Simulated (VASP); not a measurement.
Wanted: the native input for a VASP 6.6.1 run.

```yaml
Task: single point
Functional: r2SCAN
Potentials_or_basis: VASP PAW PBE potentials, release 64 (Hf_pv, O)
Cutoff: 520 eV
k_mesh: 8 × 8 × 8
Occupations: gaussian, width 0.01 eV
Spin: no spin polarisation
Dipole_correction: no
Further_INCAR_settings: ALGO = Normal; EDIFF = 1e-06; NBANDS = 18
```

The system is HfO2.

```
Hf O
1.0
     0.03161    2.52918    2.52918
     2.52918    0.03161    2.52918
     2.56080    2.56080    0.00000
Hf O
1 2
Cartesian
  0.0000 0.0000 0.0000
  1.2804 1.2804 1.2556
  3.8412 3.8412 3.8028
```

This cell differs from its parent crystal: shear xy strain +2.5%.

These files were run (other wordings do the same):

POSCAR

```
HfO2
1.0
    0.0316147790      2.5291823184      2.5291823184
    2.5291823184      0.0316147790      2.5291823184
    2.5607970973      2.5607970973     -0.0000000001
Hf O
1 2
Direct
    0.0000000000      0.0000000000      0.0000000000
    0.2482153776      0.2482153776      0.2517846224
    0.7517846224      0.7517846224      0.7482153776
```

INCAR.step1

```
SYSTEM = HfO2
PREC = Accurate
ENCUT = 520
ISMEAR = 0
SIGMA = 0.01
LREAL = .FALSE.
LASPH = .TRUE.
NELM = 60
NBANDS = 18
GGA = PE
ALGO = Normal
EDIFF = 1E-4
LWAVE = .TRUE.
LCHARG = .FALSE.
```

INCAR.step2

```
SYSTEM = HfO2
PREC = Accurate
ENCUT = 520
EDIFF = 1E-6
ISMEAR = 0
SIGMA = 0.01
LREAL = .FALSE.
LASPH = .TRUE.
NELM = 60
ALGO = Normal
ISIF = 2
LWAVE = .FALSE.
LCHARG = .FALSE.
METAGGA = R2SCAN
LMIXTAU = .TRUE.
NBANDS = 18
ISTART = 1
```

KPOINTS

```
regular mesh
0
G
  8 8 8
  0 0 0
```

Potentials or basis: VASP PAW PBE potentials, release 64 (Hf_pv, O).

The run is started by

```bash
$ cat potpaw_PBE.64/Hf_pv/POTCAR potpaw_PBE.64/O/POTCAR > POTCAR
$ cp INCAR.step1 INCAR
$ mpirun -np 1 vasp_std > vasp.out
$ cp INCAR.step2 INCAR
$ mpirun -np 1 vasp_std > vasp.out
```

Results of the run:

```
Pressure               : -3.9 GPa
Largest force          : 0.016 eV/Å
Band gap on the k mesh : 4.32 eV, direct
```

Caveat: the cell differs from its parent crystal (shear xy strain +2.5%); the PAW data sets were made with another functional, which shifts forces and pressure a little; spin-orbit coupling is left out, which moves the levels of the heavy elements.

Wall time 2.8 min on 1 thread of Intel(R) Xeon(R) Platinum 8375C CPU @ 2.90GHz (Ice Lake), with other jobs on the host, peak memory 0.2 GiB.
